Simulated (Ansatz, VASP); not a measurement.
**One calculation of YV, two programs**

```xyz
2
Lattice="3.6143 0.0000 0.0000 0.0000 3.6143 0.0000 0.0000 0.0000 3.6143" Properties=species:S:1:pos:R:3 pbc="T T T"
V     0.0000    0.0000    0.0000
Y     1.8071    1.8071    1.8071
```

Alike in both runs: task single point; functional PBE; k mesh 12 × 12 × 12; occupations gaussian, width 0.1 eV; no spin polarisation.

```csv
,VASP,Ansatz
version,VASP 6.6.1,Ansatz 0.2.0
potentials or method,"VASP PAW PBE potentials, release 64 (V_sv, Y_sv), cutoff 520 eV","scalar-relativistic, plane waves, PAW"
valence electrons in the cell,24,24
```

```tsv
	VASP	Ansatz	Ansatz less VASP
gap on the k mesh at the Fermi level (eV)	none	none	-
pressure (GPa)	-5.3	-5.3	+0.06
```

A gap of «none» marks a metal or a gap that the smearing closes.
